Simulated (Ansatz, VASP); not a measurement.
## One calculation of SiGe, two programs

```
Ge Si
1.0
     3.89442    0.00000    0.00000
    -1.94721    3.37267    0.00000
     0.00000    0.00000    6.44026
Ge Si
2 2
Direct
  0.33333 0.66667 0.00061
  0.66667 0.33333 0.50061
  0.33333 0.66667 0.37439
  0.66667 0.33333 0.87439
```

Alike in both runs: task single point; functional r2SCAN; dispersion rVV10; k mesh 12 × 12 × 4; occupations fermi-dirac, width 0.03 eV; no spin polarisation.

|  | VASP | Ansatz |
| --- | --- | --- |
| version | VASP 6.6.1 | Ansatz 0.2.0 |
| potentials or method | VASP PAW PBE potentials, release 64 (Ge_d, Si) | plane waves, PAW |
| plane-wave cutoff (eV) | 520 | 500 |
| valence electrons in the cell | 36 | 36 |

VASP gave:

| Property | Result |
| --- | --- |
| pressure (GPa) | -0.1 |

**Question.** Which values does Ansatz return?

**Answer.** Pressure (GPa): 0.0.

VASP's potentials were made for PBE, not for r2SCAN.
